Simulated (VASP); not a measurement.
Runs of VASP 6.6.1 on BeZn2S2O. The structure is that of space group P6/mmm (No. 191), or close to it. The cells are those of the table. The cell was built from a structure type or drawn by symmetry, and may not be a known phase.

```csv
task,spin,cell,k mesh,cutoff (eV),gap on the mesh (eV),pressure (GPa),moment (μB),relaxed volume (Å³/atom)
relaxation of cell and atoms,off,"relaxed from a = 5.191, b = 5.191, c = 4.002 Å, angles 90.0, 90.0, 120.0°, 6 atoms",6 × 6 × 4,600,none,-0.2,-,13.50
single point,"collinear, ferromagnetic start","a = 4.465, b = 4.465, c = 4.669 Å, angles 90.0, 90.0, 120.0°, 6 atoms",6 × 6 × 4,520,none,0.3,0.00,-
single point,off,"a = 4.472, b = 4.472, c = 4.673 Å, angles 90.0, 90.0, 120.0°, 6 atoms",12 × 12 × 8,520,none,0.1,-,-
single point,off,"a = 5.191, b = 5.191, c = 4.002 Å, angles 90.0, 90.0, 120.0°, 6 atoms",6 × 6 × 4,520,none,8.2,-,-
single point,"collinear, ferromagnetic start","a = 5.191, b = 5.191, c = 4.002 Å, angles 90.0, 90.0, 120.0°, 6 atoms",6 × 6 × 4,520,none,8.2,0.00,-
relaxation of cell and atoms,off,"relaxed from a = 4.465, b = 4.465, c = 4.669 Å, angles 90.0, 90.0, 120.0°, 6 atoms",12 × 12 × 8,600,none,-0.1,-,(a)
single point,off,"a = 4.465, b = 4.465, c = 4.669 Å, angles 90.0, 90.0, 120.0°, 6 atoms",6 × 6 × 4,520,none,0.3,-,-
```

Alike in all rows: level PBE; potentials or basis VASP PAW PBE potentials, release 64 (Be, Zn, S, O); smearing gaussian 0.1 eV.

**Question.** Fill in the values left out.

**Answer.** (a) 13.51.

Caveats: some runs use coarse meshes; a cell axis changed by over 15 % at a fixed basis, so the end point is rough (at least some runs).

A gap of «none» marks levels without a gap at the run's occupations.
